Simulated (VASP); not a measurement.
# Zr4Ag (F-43m) in VASP: notebook, part 2 of 2

VASP 6.6.1. The steps go on from the part before.

**3. Relaxation of cell and atoms, PBE**

This run uses another cell than the first one, of 18.74 Å³/atom.

Input file INCAR:

```
PREC = Accurate
ENCUT = 600
EDIFF = 1E-6
ISMEAR = 0
SIGMA = 0.2
LREAL = F
LASPH = T
NELM = 60
ALGO = Fast
ISIF = 3
LWAVE = F
LCHARG = F
GGA = PE
IBRION = 2
NSW = 36
EDIFFG = -0.08
```

Input file KPOINTS:

```
Automatic mesh
0
Gamma
  4 4 4
```

Input file POSCAR:

```
Zr4Ag
1.0
    0.0000000000      3.6046660500      3.6046660500
    3.6046660500      0.0000000000      3.6046660500
    3.6046660500      3.6046660500      0.0000000000
Zr Ag
4 1
Direct
    0.1200264500      0.1200264500      0.1200264500
    0.1200264500      0.1200264500      0.6399206500
    0.1200264500      0.6399206500      0.1200264500
    0.6399206500      0.1200264500      0.1200264500
    0.5000000000      0.5000000000      0.5000000000
```

Potentials or basis: VASP PAW PBE potentials, release 64 (Zr_sv, Ag).

Started as:

```bash
> cat potpaw_PBE.64/Zr_sv/POTCAR potpaw_PBE.64/Ag/POTCAR > POTCAR
> mpirun -np 1 vasp_std > vasp.out
```

OUTCAR:

```text
PREC = Accurate
   ENCUT = 600
   EDIFF = 1E-6
   ISMEAR = 0
   LREAL = F
   LASPH = T
   NELM = 60
   ISIF = 3
   GGA = PE
   IBRION = 2
   NSW = 36
   EDIFFG = -0.08

 ion  position               nearest neighbor table
   1  0.120  0.120  0.120-   2 2.45   3 2.45   4 2.45   4 2.65   3 2.65   2 2.65   5 3.00   5 3.00
                             5 3.00
   2  0.120  0.120  0.640-   1 2.45   3 2.45   4 2.45   3 2.65   4 2.65   1 2.65   5 3.00   5 3.00
                             5 3.00
   3  0.120  0.640  0.120-   1 2.45   2 2.45   4 2.45   4 2.65   2 2.65   1 2.65   5 3.00   5 3.00
                             5 3.00
   4  0.640  0.120  0.120-   1 2.45   2 2.45   3 2.45   3 2.65   2 2.65   1 2.65   5 3.00   5 3.00
                             5 3.00
   5  0.500  0.500  0.500-   2 3.00   3 3.00   2 3.00   4 3.00   3 3.00   4 3.00   1 3.00   1 3.00
                             1 3.00   2 3.00   3 3.00   4 3.00

  LATTYP: Found a face centered cubic cell.
 ALAT       =     7.2093321000

  Lattice vectors:

 A1 = (   0.0000000000,   3.6046660500,   3.6046660500)
 A2 = (   3.6046660500,   0.0000000000,   3.6046660500)
 A3 = (   3.6046660500,   3.6046660500,   0.0000000000)

Analysis of symmetry for initial positions (statically):
=====================================================================
 Subroutine PRICEL returns:
 Original cell was already a primitive cell.

 Routine SETGRP: Setting up the symmetry group for a
 face centered cubic supercell.

 Subroutine GETGRP returns: Found 24 space group operations
 (whereof 24 operations were pure point group operations)
 out of a pool of 48 trial point group operations.

The static configuration has the point symmetry T_d .

Analysis of symmetry for dynamics (positions and initial velocities):
=====================================================================
 Subroutine PRICEL returns:
 Original cell was already a primitive cell.

 Routine SETGRP: Setting up the symmetry group for a
 face centered cubic supercell.

 Subroutine GETGRP returns: Found 24 space group operations
 (whereof 24 operations were pure point group operations)
 out of a pool of 48 trial point group operations.

The dynamic configuration has the point symmetry T_d .

 Subroutine INISYM returns: Found 24 space group operations
 (whereof 24 operations are pure point group operations),
 and found     1 'primitive' translations

----------------------------------------------------------------------------------------

                                     Primitive cell

  volume of cell :      93.6753

  direct lattice vectors                    reciprocal lattice vectors
     0.000000000  3.604666050  3.604666050    -0.138709105  0.138709105  0.138709105
     3.604666050  0.000000000  3.604666050     0.138709105 -0.138709105  0.138709105
     3.604666050  3.604666050  0.000000000     0.138709105  0.138709105 -0.138709105

  length of vectors
     5.097767616  5.097767616  5.097767616     0.240251217  0.240251217  0.240251217

  position of ions in fractional coordinates (direct lattice)
     0.120026450  0.120026450  0.120026450
     0.120026450  0.120026450  0.639920650
     0.120026450  0.639920650  0.120026450
     0.639920650  0.120026450  0.120026450
     0.500000000  0.500000000  0.500000000

  ion indices of the primitive-cell ions
   primitive index   ion index
                 1           1
                 2           2
                 3           3
                 4           4
                 5           5

----------------------------------------------------------------------------------------

 KPOINTS: Automatic mesh

Automatic generation of k-mesh.
 Grid dimensions read from file:
 generate k-points for:    4    4    4

 Generating k-lattice:

  Cartesian coordinates                     Fractional coordinates (reciprocal lattice)
    -0.034677276  0.034677276  0.034677276     0.250000000  0.000000000  0.000000000
     0.034677276 -0.034677276  0.034677276     0.000000000  0.250000000  0.000000000
     0.034677276  0.034677276 -0.034677276     0.000000000  0.000000000  0.250000000

  Length of vectors
     0.060062804  0.060062804  0.060062804

  Shift w.r.t. Gamma in fractional coordinates (k-lattice)
     0.000000000  0.000000000  0.000000000

 Subroutine IBZKPT returns following result:
 ===========================================

 Found      8 irreducible k-points:

 Following reciprocal coordinates:
            Coordinates               Weight
  0.000000  0.000000  0.000000      1.000000
  0.250000  0.000000  0.000000      8.000000
  0.500000  0.000000  0.000000      4.000000
  0.250000  0.250000  0.000000      6.000000
  0.500000  0.250000  0.000000     24.000000
 -0.250000  0.250000  0.000000     12.000000
  0.500000  0.500000  0.000000      3.000000
 -0.250000  0.500000  0.250000      6.000000
   k-points           NKPTS =      8   k-points in BZ     NKDIM =      8   number of bands    NBANDS=     35
   number of dos      NEDOS =    301   number of ions     NIONS =      5
   total plane-waves  NPLWV =  74088
   dimension x,y,z NGX =    42 NGY =   42 NGZ =   42
   dimension x,y,z NGXF=    84 NGYF=   84 NGZF=   84
   ions per type =               4   1
   NGX,Y,Z   is equivalent  to a cutoff of  13.70, 13.70, 13.70 a.u.
   NGXF,Y,Z  is equivalent  to a cutoff of  27.39, 27.39, 27.39 a.u.
 SYSTEM =  unknown system
   PREC   = accura    normal or accurate (medium, high low for compatibility)
   ISTART =      0    job   : 0-new  1-cont  2-samecut
   ICHARG =      2    charge: 1-file 2-atom 10-const
   ISPIN  =      1    spin polarized calculation?
   LNONCOLLINEAR =      F non collinear calculations
   LSORBIT =      F    spin-orbit coupling
   LASPH  =      T    aspherical Exc in radial PAW
   ENCUT  =  600.0 eV  44.10 Ry    6.64 a.u.  10.18 10.18 10.18*2*pi/ulx,y,z
   NELM   =     60;   NELMIN=  2; NELMDL= -5     # of ELM steps
   EDIFF  = 0.1E-05   stopping-criterion for ELM
   LREAL  =      F    real-space projection
   EDIFFG = -.8E-01   stopping-criterion for IOM
   NSW    =     36    number of steps for IOM
   IBRION =      2    ionic relax: 0-MD 1-quasi-New 2-CG
   NFREE  =      1    steps in history (QN), initial steepest desc. (CG)
   ISIF   =      3    stress and relaxation
   ISYM   =      2    0-nonsym 1-usesym 2-fastsym
   POTIM  = 0.5000    time-step for ionic-motion
   TEBEG  =    0.0;   TEEND  =   0.0 temperature during run
   PSTRESS=    0.0 pullay stress
   NELECT =      59.0000    total number of electrons
   NUPDOWN=      -1.0000    fix difference up-down
   EMIN   =  10.00;   EMAX   =-10.00  energy-range for DOS
   EFERMI =   0.00;   METHOD = LEGACY
   ISMEAR =     0;   SIGMA  =   0.20  broadening in eV -4-tet -1-fermi 0-gaus
   EFERMI_NEDOS =   21; number of points for ismear=-14 and -15
   IALGO  =     68    algorithm
   IMIX   =      4    mixing-type and parameters
     AMIX     =   0.40;   BMIX     =  1.00
     AMIX_MAG =   1.60;   BMIX_MAG =  1.00
  volume/ion in A,a.u.               =      18.74       126.43
  Fermi-wavevector in a.u.,A,eV,Ry     =   1.403300  2.651852 26.793278  1.969250
  Thomas-Fermi vector in A             =   2.525975
   LORBIT       =      0    0 simple, 1 ext, 2 COOP (PROOUT), +10 PAW based schemes
   GGA     = PE    functional components
   LHFCALC =     F    Hartree Fock is set to
   AEXX    =    0.0000 exact exchange contribution
   IVDW    =     0    specifies the selected vdW correction
   LEPSILON=     F    determine dielectric tensor
   LRPA    =     F    only Hartree local field effects (RPA)
 conjugate gradient relaxation of ions
 non-spin polarized calculation
 RMM-DIIS sequential band-by-band and
 Gauss-broadening in eV      SIGMA  =   0.20
  energy-cutoff  :      600.00
  volume of cell :       93.68
 maximum number of plane-waves:      3156
 NGX is ok and might be reduce to    42
   NGX = 21   NGY = 21   NGZ = 21

--------------------------------------- Ionic step        1  -------------------------------------------

 number of electron      58.9999999 magnetization

 Free energy of the ion-electron system (eV)
  ---------------------------------------------------
  ext. energy  EPLUGINS =         0.00000000
  ---------------------------------------------------
  free energy    TOTEN  =       -27.53937129 eV

  energy without entropy =      -27.39012788  energy(sigma->0) =      -27.46474959

 E-fermi :  10.0273     XC(G=0): -11.7319

 val. band max:        9.9510558576   @ k =   0.2500   0.0000   0.0000
 cond. band min:      10.0684412177   @ k =   0.5000   0.0000   0.0000
 fundamental gap:      0.1173853601
 Fermi energy:        10.0273074289

 k-point     1 :       0.0000    0.0000    0.0000
  band No.  band energies     occupation
      1     -38.4773      2.00000
      2     -37.2852      2.00000
      3     -37.2852      2.00000
      4     -37.2852      2.00000
      5     -19.4165      2.00000
      6     -17.2479      2.00000
[... 1146 lines left out ...]
  energy  without entropy=      -31.9155008108  energy(sigma->0) =      -32.01859010

--------------------------------------- Ionic step        7  -------------------------------------------

 number of electron      59.0000004 magnetization

 Free energy of the ion-electron system (eV)
  ---------------------------------------------------
  ext. energy  EPLUGINS =         0.00000000
  ---------------------------------------------------
  free energy    TOTEN  =       -32.12752528 eV

  energy without entropy =      -31.92315180  energy(sigma->0) =      -32.02533854

 E-fermi :   6.1782     XC(G=0): -10.0110

 val. band max:        6.1472585761   @ k =  -0.2500   0.5000   0.2500
 cond. band min:       6.1937080847   @ k =   0.5000   0.5000   0.0000
 fundamental gap:      0.0464495086
 Fermi energy:         6.1781730244

 k-point     1 :       0.0000    0.0000    0.0000
  band No.  band energies     occupation
      1     -42.4108      2.00000
      2     -42.0911      2.00000
      3     -42.0911      2.00000
      4     -42.0911      2.00000
      5     -21.6008      2.00000
      6     -20.8102      2.00000
[... 325 lines left out ...]
  FREE ENERGIE OF THE ION-ELECTRON SYSTEM (eV)
  ---------------------------------------------------
  free  energy   TOTEN  =       -32.1275252817 eV

  energy  without entropy=      -31.9231517988  energy(sigma->0) =      -32.02533854

 reached required accuracy - stopping structural energy minimisation
```

OSZICAR:

```text
N       E                     dE             d eps       ncg     rms          rms(c)
DAV:   1     0.721278466116E+03    0.72128E+03   -0.34904E+04   560   0.191E+03
DAV:   2     0.285139514341E+02   -0.69276E+03   -0.68307E+03   618   0.532E+02
DAV:   3    -0.270719654889E+02   -0.55586E+02   -0.54035E+02   949   0.116E+02
[... 240 lines left out ...]
RMM:  10    -0.321275137060E+02   -0.11402E-04   -0.88115E-05   913   0.382E-02    0.562E-03
RMM:  11    -0.321275193717E+02   -0.56657E-05   -0.45287E-05   790   0.272E-02    0.172E-03
RMM:  12    -0.321275228220E+02   -0.34503E-05   -0.27186E-05   664   0.201E-02    0.119E-03
RMM:  13    -0.321275243852E+02   -0.15631E-05   -0.16573E-05   622   0.161E-02    0.133E-03
RMM:  14    -0.321275252817E+02   -0.89658E-06   -0.93399E-06   574   0.127E-02
   7 F= -.32127525E+02 E0= -.32025339E+02  d E =-.584588E-02
```

It took 24 min on 1 thread of Intel Xeon 8259CL, shared host; peak memory 0.28 GiB.

Results:

* Free energy: -32.1275 eV
* Relaxed volume: 26.99 Å³/atom
* Relaxed cell: a = 5.757 Å, b = 5.757 Å, c = 5.757 Å, α = 60.00°, β = 60.00°, γ = 60.00°
* Space group after relaxing (to 0.1 Å): F-43m (No. 216)
* Energy gained by relaxing: 917.6 meV/atom
* Ionic steps: 7
* Pressure after relaxing: 0.0 GPa
* Largest force after relaxing: 0.006 eV/Å
* Band gap on the k mesh: zero (an odd number of electrons rules out a gap without spin polarisation)

Forces in eV/Å, atoms in the order of the input:
```
Zr   0.003  0.003  0.003
Zr  -0.003 -0.003  0.003
Zr  -0.003  0.003 -0.003
Zr   0.003 -0.003 -0.003
Ag   0.000  0.000  0.000
```

Step by step:
| step | energy change (eV) | largest force (eV/Å) | pressure (GPa) | volume (Å³) |
| --- | --- | --- | --- | --- |
| 1 | 0.0000 | 4.0439 | 44.19 | 93.68 |
| 2 | -2.3997 | 0.7115 | -8.04 | 182.63 |
| 3 | -4.3660 | 0.8217 | 1.17 | 132.76 |
| 4 | -4.5228 | 0.8382 | 0.88 | 133.63 |
| 5 | -4.5817 | 0.0524 | -0.87 | 137.25 |
| 6 | -4.5823 | 0.1161 | -0.72 | 136.91 |
| 7 | -4.5882 | 0.0055 | 0.01 | 134.95 |

Final structure:
```xyz
5
Lattice="0.0000 4.0711 4.0711 4.0711 0.0000 4.0711 4.0711 4.0711 0.0000" Properties=species:S:1:pos:R:3 pbc="T T T"
Zr    1.0322    1.0322    1.0322
Zr    3.0389    3.0389    1.0322
Zr    3.0389    1.0322    3.0389
Zr    1.0322    3.0389    3.0389
Ag    4.0711    4.0711    4.0711
```

Caveat: the k points lie up to 0.33 Å⁻¹ apart in the final cell, too coarse for converged energies and pressures of a metal; the volume moved by over 15 % at a fixed basis, so the end points are rough.
